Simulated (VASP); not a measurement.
TaN, 6 atoms in the cell. Symmetry: P-62m, No. 189, hexagonal system. The conventional cell has a = 5.196 Å, b = 5.196 Å, c = 2.911 Å, α = 90.00°, β = 90.00°, γ = 120.00°. Within 2.9 Å of Ta (site symmetry -6) lie 6 N at 2.16 Å. Ta (site symmetry -62m) has 3 N at 2.04 Å within 2.7 Å. N (site symmetry m2m) has 5 Ta at 2.04 to 2.16 Å within 2.7 Å. 

```yaml
Program: VASP 6.6.1
Task: relaxation of cell and atoms
Functional: LDA
Potentials_or_basis: VASP PAW LDA potentials, release 64 (Ta_pv, N)
Cutoff: 600 eV
k_mesh: 5 × 5 × 7
Occupations: fermi-dirac, width 0.05 eV
Spin: no spin polarisation
Target_pressure: 40 GPa
Dipole_correction: no
Further_INCAR_settings: ALGO = Normal; EDIFF = 1e-06; IBRION = 2; EDIFFG = -0.02; NSW = 80; ISIF = 3
```

Potentials or basis: VASP PAW LDA potentials, release 64 (Ta_pv, N).

Command:

```bash
$ cat potpaw_LDA.64/Ta_pv/POTCAR potpaw_LDA.64/N/POTCAR > POTCAR
$ mpirun -np 1 vasp_std > vasp.out
```

Hardware: 1 thread of Intel(R) Xeon(R) Platinum 8488C (Sapphire Rapids), with other jobs on the host.

Problem. How long does it take, and how much memory?

Solution. It took 8.6 min on 1 thread of Intel(R) Xeon(R) Platinum 8488C (Sapphire Rapids) (shared host), peak memory 0.2 GiB. Counts: scf iterations 90, k points 20, ion steps 12.
